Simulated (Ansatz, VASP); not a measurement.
## One calculation of Ta3H, two programs

Contents of INCAR:

```
  PREC = Accurate
  ENCUT = 520
  EDIFF = 1E-6
  ISMEAR = 0
  SIGMA = 0.1
  LREAL = False
  LASPH = True
  NELM = 150
  ALGO = Normal
  ISIF = 2
  LWAVE = False
  LCHARG = True
  ISPIN = 2
  MAGMOM = 0 0 0 1
  LORBIT = 11
  LMAXMIX = 4
  LDIPOL = True
  IDIPOL = 3
  DIPOL = 0.5 0.5 0.334
  GGA = PE
  LELF = True
  LVHAR = True
  LVACPOTAV = True
  NBANDS = 29
```

File KPOINTS:

```
Automatic mesh
0
Gamma
  10 10 1
```

Contents of POSCAR:

```
Ta3H
1.0
    2.8743098520      0.0000000000      0.0000000000
   -0.9581032840      2.7099253168      0.0000000000
    0.0000000000      0.0000000000     21.5266897253
Ta H
3 1
Direct
    0.5000000000      0.5000000000      0.1858158431
    0.0000000000      0.0000000000      0.2909732295
    0.5000000000      0.5000000000      0.3960985100
    0.5000000000      0.5000000000      0.4625276739
```

Input for Ansatz:

```yaml
crystal:
  lattice:
    - [2.874309852, 0.0, 0.0]
    - [-0.958103284, 2.7099253168, 0.0]
    - [0.0, 0.0, 21.5266897253]
  atoms:
    - { symbol: Ta, position: [0.5, 0.5, 0.1858158431] }
    - { symbol: Ta, position: [0.0, 0.0, 0.2909732295] }
    - { symbol: Ta, position: [0.5, 0.5, 0.39609851] }
    - { symbol: H, position: [0.5, 0.5, 0.4625276739], spin: 1.0 }
basis:
  ecutwfc: 420
kpoints:
  mp_grid: { grid: [10, 10, 1] }
hamiltonian:
  xc: pbe
  pseudopotentials: { kind: paw, azcp: { folder: soft_1 } }
scf:
  occupations: { method: gaussian, width: 0.1 }
output:
  forces: true
  eigenvalues: true
  populations: true
magnetization:
  spin_polarized: true
efield:
  axis: 3
  dipole_correction: true
  ramp_width: 0.04
```

Alike in both runs: task single point; functional PBE; k mesh 10 × 10 × 1; occupations gaussian, width 0.1 eV; collinear spin.

|  | VASP | Ansatz |
| --- | --- | --- |
| version | VASP 6.6.1 | Ansatz 0.2.0 |
| potentials or method | VASP PAW PBE potentials, release 64 (Ta_pv, H), cutoff 520 eV | scalar-relativistic, plane waves, PAW |
| valence electrons in the cell | 34 | 40 |

|  | VASP | Ansatz | Ansatz less VASP |
| --- | --- | --- | --- |
| gap on the k mesh at the Fermi level (eV) | none | none | - |
| rms of the force components (eV/Å) | 3.339 | 3.313 | -0.0261 |
| net moment per atom (μB) | 0.00 | 0.00 | 0.000 |
| work function, face that differs most (eV) | 6.05 | 6.05 | -0.002 |

Atom by atom the forces differ by 0.026 eV/Å (rms over components). A gap of «none» marks a metal or a gap that the smearing closes. The functional is the same, so the differences come from potentials, cutoffs and numerics. VASP's potentials hold 34 valence electrons a cell and Ansatz's 40, so a difference there can come from the potentials and not from the codes. Ansatz's warnings: seeded moment not kept.

Neither program's run includes spin-orbit coupling.
